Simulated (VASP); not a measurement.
Zn2SnO3:

```
Zn Sn O
1.0
     3.74448    0.00000    0.00000
    -1.87224    3.24281    0.00000
     0.00000    0.00000    8.55649
Zn Sn O
2 1 3
Direct
  0.33333 0.66667 0.00000
  0.66667 0.33333 0.00000
  0.00000 0.00000 0.50000
  0.00000 0.00000 0.00000
  0.00000 0.00000 0.28090
  0.00000 0.00000 0.71910
```

The cell was built from a structure type or drawn by symmetry, and may not be a known phase.

| Property | Result |
| --- | --- |
| Program | VASP 6.6.1 |
| Task | relaxation of cell and atoms |
| Functional | PBE |
| Potentials or basis | VASP PAW PBE potentials, release 64 (Zn, Sn_d, O) |
| Cutoff | 600 eV |
| k mesh | 6 × 6 × 2 |
| Occupations | gaussian, width 0.1 eV |
| Spin | no spin polarisation |

At the start: pressure 12.3 GPa; volume 17.32 Å³/atom.

Problem. Where does the relaxation end?

Solution. Over 13 steps the energy falls by 152.0 meV/atom and the volume is 22.42 Å³/atom (+29.5 %); space group P6/mmm (No. 191, to 0.1 Å) before and after.

Step by step:
| step | energy change (eV) | largest force (eV/Å) | pressure (GPa) | volume (Å³) |
| --- | --- | --- | --- | --- |
| 1 | 0.0000 | 0.1426 | 12.26 | 103.90 |
| 2 | -0.7575 | 1.3387 | -0.98 | 125.04 |
| 3 | -0.7579 | 1.3085 | -0.77 | 124.47 |
| 4 | -0.7683 | 0.9129 | 2.21 | 126.19 |
| 5 | -0.8305 | 0.2890 | 0.60 | 125.41 |
| 6 | -0.8507 | 0.2377 | 0.35 | 126.87 |
| 7 | -0.8865 | 0.0845 | -0.20 | 131.29 |
| 8 | -0.8828 | 0.3699 | -0.58 | 140.33 |
| 9 | -0.8950 | 0.1632 | -0.40 | 135.88 |
| 10 | -0.9011 | 0.4802 | -1.02 | 136.24 |
| 11 | -0.9052 | 0.2382 | -0.80 | 136.11 |
| 12 | -0.9104 | 0.0734 | 0.41 | 133.83 |
| 13 | -0.9118 | 0.0263 | 0.04 | 134.53 |

Final structure:
```cif
data_structure
_symmetry_space_group_name_H-M 'P 1'
_symmetry_Int_Tables_number 1
_cell_length_a 4.0736
_cell_length_b 4.0736
_cell_length_c 9.3612
_cell_angle_alpha 90.000
_cell_angle_beta 90.000
_cell_angle_gamma 120.000
_cell_volume 134.53
loop_
_atom_site_label
_atom_site_type_symbol
_atom_site_fract_x
_atom_site_fract_y
_atom_site_fract_z
_atom_site_occupancy
Zn1 Zn 0.33333 0.66667 0.00000 1
Zn2 Zn 0.66667 0.33333 0.00000 1
Sn1 Sn 0.00000 0.00000 0.50000 1
O1 O 0.00000 0.00000 0.00000 1
O2 O 0.00000 0.00000 0.30084 1
O3 O 0.00000 0.00000 0.69916 1
```

Caveat: the k points lie up to 0.34 Å⁻¹ apart in the final cell, too coarse for converged energies and pressures of a metal; the volume moved by over 15 % at a fixed basis, so the end points are rough.
